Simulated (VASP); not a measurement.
Input of a VASP 6.6.1 run:

Contents of INCAR:

```
  ALGO = Normal
  EDIFF = 1E-6
  ENCUT = 520
  GGA = PE
  ISIF = 2
  ISMEAR = -1
  LASPH = T
  LCHARG = F
  LREAL = F
  LWAVE = F
  NBANDS = 31
  NELM = 80
  PREC = Accurate
  SIGMA = 0.02
```

KPOINTS

```
k-points
0
Gamma
  6 6 8
```

File POSCAR:

```
HfO2
1.0
    4.8382985915      0.0000000000      0.0000000000
    0.0000000000      4.8382985915      0.0000000000
    0.0000000000      0.0000000000      3.2199928861
Hf O
2 4
Direct
    0.0000000000      0.0000000000      0.0000000000
    0.5000000000      0.5000000000      0.5000000000
    0.1949543280      0.8050456720      0.5000000000
    0.3050456720      0.3050456720      0.0000000000
    0.6949543280      0.6949543280      0.0000000000
    0.8050456720      0.1949543280      0.5000000000
```

Potentials or basis: VASP PAW PBE potentials, release 64 (Hf_pv, O).

Command:

```console
$ cat potpaw_PBE.64/Hf_pv/POTCAR potpaw_PBE.64/O/POTCAR > POTCAR
$ mpirun -np 1 vasp_std > vasp.out
```

Estimate the largest force.

0.014 eV/Å.

Estimate the band gap on the k mesh.

3.92 eV, direct.

Estimate the pressure.

2.1 GPa.

Forces on the atoms (eV/Å):
```
Hf   0.000  0.000  0.000
Hf   0.000  0.000  0.000
O   -0.010  0.010  0.000
O    0.010  0.010  0.000
O   -0.010 -0.010  0.000
O    0.010 -0.010  0.000
```

Caveat: spin-orbit coupling is left out, which moves the levels of the heavy elements. A k mesh can miss the band edges.
